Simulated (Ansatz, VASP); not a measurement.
**W: VASP beside Ansatz**

```
CELL_PARAMETERS angstrom
-1.58413 1.58413 1.58413
1.58413 -1.58413 1.58413
1.58413 1.58413 -1.58413
ATOMIC_POSITIONS crystal
W 0.00000 0.00000 0.00000
```

Alike in both runs: task single point; functional r2SCAN; k mesh 18 × 18 × 18; occupations gaussian, width 0.05 eV; no spin polarisation.

|  | VASP | Ansatz |
| --- | --- | --- |
| version | VASP 6.6.1 | Ansatz 0.2.0 |
| potentials or method | VASP PAW PBE potentials, release 64 (W_sv), cutoff 520 eV | scalar-relativistic, plane waves, PAW |
| valence electrons in the cell | 14 | 14 |

Ansatz gave:

| Quantity | Value |
| --- | --- |
| gap on the k mesh at the Fermi level (eV) | none |
| pressure (GPa) | 0.0 |

Q: Estimate VASP's values.

A: gap on the k mesh at the Fermi level (eV): none; pressure (GPa): 1.2.

VASP's potentials were made for PBE, not for r2SCAN. A gap of «none» marks a metal or a gap that the smearing closes. The functional is the same, so the differences come from potentials, cutoffs and numerics.

Neither program's run includes spin-orbit coupling.
